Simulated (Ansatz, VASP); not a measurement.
**Two plane-wave programs on SiF2**

Contents of INCAR:

```
SYSTEM = SiF2
ALGO = Normal
EDIFF = 1E-6
EDIFFG = -0.04
ENCUT = 600
GGA = PE
IBRION = 2
ISIF = 3
ISMEAR = 0
LASPH = .TRUE.
LCHARG = .FALSE.
LREAL = .FALSE.
LWAVE = .FALSE.
NELM = 80
NSW = 90
PREC = Accurate
SIGMA = 0.1
```

KPOINTS

```
k-points
0
G
  6 6 6
  0 0 0
```

Contents of POSCAR:

```
SiF2
1.0
    0.0000000000      2.6048838189      2.6048838189
    2.6048838189      0.0000000000      2.6048838189
    2.6048838189      2.6048838189      0.0000000000
Si F
1 2
Direct
    0.0000000000      0.0000000000      0.0000000000
    0.2500000000      0.2500000000      0.2500000000
    0.7500000000      0.7500000000      0.7500000000
```

Input for Ansatz:

```yaml
crystal:
  lattice:
    - [0.0, 2.6048838189, 2.6048838189]
    - [2.6048838189, 0.0, 2.6048838189]
    - [2.6048838189, 2.6048838189, 0.0]
  atoms:
    - { symbol: Si, position: [0.0, 0.0, 0.0] }
    - { symbol: F, position: [0.25, 0.25, 0.25] }
    - { symbol: F, position: [0.75, 0.75, 0.75] }
basis:
  ecutwfc: 420
kpoints:
  mp_grid: { grid: [6, 6, 6] }
hamiltonian:
  xc: pbe
scf:
  occupations: { method: gaussian, width: 0.1 }
  lower_state_search: "off"
output:
  forces: true
  stress: true
  eigenvalues: true
relax:
  adjacent_minimum: "off"
  f_tol: 0.04
  max_steps: 70
  cell: { stress_tol: 0.4 }
```

Alike in both runs: task relaxation of cell and atoms; functional PBE; k mesh 6 × 6 × 6; occupations gaussian, width 0.1 eV; no spin polarisation.

```csv
,VASP,Ansatz
version,VASP 6.6.1,Ansatz 0.2.0
potentials or method,"VASP PAW PBE potentials, release 64 (Si, F), cutoff 600 eV","scalar-relativistic, plane waves, PAW"
valence electrons in the cell,18,18
```

VASP gave:

```
gap on the k mesh at the Fermi level, each at its own relaxed structure (eV) : 3.02
relaxed volume (Å³/atom)                                                     : 13.38
relaxed cell length with the largest relative difference (Å)                 : 3.843
```

Q: Estimate Ansatz's values.

A: gap on the k mesh at the Fermi level, each at its own relaxed structure (eV): 3.03; relaxed volume (Å³/atom): 13.37; relaxed cell length with the largest relative difference (Å): 3.842.
